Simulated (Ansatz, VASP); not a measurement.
# NaCl in VASP and in Ansatz

INCAR

```
ALGO = Normal
EDIFF = 1E-6
EDIFFG = -0.002
ENCUT = 520
IBRION = 2
ISIF = 2
ISMEAR = 0
LASPH = T
LCHARG = F
LREAL = F
LWAVE = F
NELM = 60
NSW = 50
PREC = Accurate
SIGMA = 0.01
```

The input KPOINTS:

```
k-points
0
Gamma
  8 8 8
```

POSCAR

```
NaCl
1.0
   -0.0136609680      2.7253631232      2.7253631232
    2.7253631232     -0.0136609680      2.7253631232
    2.7253631232      2.7253631232     -0.0136609680
Na Cl
1 1
Direct
    0.0000000000      0.0000000000      0.0000000000
    0.5000000000      0.5000000000      0.5000000000
```

Input for Ansatz:

```yaml
crystal:
  lattice:
    - [-0.01366096804, 2.72536312324, 2.72536312324]
    - [2.72536312324, -0.01366096804, 2.72536312324]
    - [2.72536312324, 2.72536312324, -0.01366096804]
  atoms:
    - { symbol: Na, position: [0.0, 0.0, 0.0] }
    - { symbol: Cl, position: [0.5, 0.5, 0.5] }
kpoints:
  mp_grid: { grid: [8, 8, 8] }
scf:
  occupations: { method: fixed }
  convergence: { dr2_threshold: 1.0e-10 }
hamiltonian:
  xc: lda
  pseudopotentials: { kind: paw }
output:
  forces: true
  stress: true
  eigenstates:
    kpoints:
      - [0.0, 0.0, 0.0]
      - [-0.5, 0.0, -0.5]
      - [0.0, -0.5, -0.5]
      - [-0.5, -0.5, 0.0]
      - [-0.5, 0.0, 0.0]
      - [0.0, -0.5, 0.0]
      - [0.0, 0.0, -0.5]
      - [-0.5, -0.5, -0.5]
relax:
  f_tol: 0.002
  max_steps: 30
```

Change from the starting cell: equal xy, yz and zx engineering shears of -0.5 %, PAW files.

Alike in both runs: task relaxation of the atoms; functional LDA; k mesh 8 × 8 × 8; no spin polarisation.

```csv
,VASP,Ansatz
version,VASP 6.6.1,Ansatz 0.2.0
potentials or method,"VASP PAW LDA potentials, release 64 (Na_pv, Cl)","PAW with Ansatz's default frozen-core files, scalar-relativistic"
plane-wave cutoff (eV),520,420
occupations,"gaussian, width 0.01 eV",fixed
valence electrons in the cell,14,16
```

|  | VASP | Ansatz | Ansatz less VASP |
| --- | --- | --- | --- |
| gap on the k mesh at the Fermi level, each at its own relaxed structure (eV) | 5.06 | 5.05 | -0.007 |

LDA's correlation is that of Perdew and Zunger in VASP and of Perdew and Wang (1992) in Ansatz. VASP's potentials hold 14 valence electrons a cell and Ansatz's 16, so a difference there can come from the potentials and not from the codes.

Noted on VASP's run: the relaxation stopped at its first step, so nothing moved.
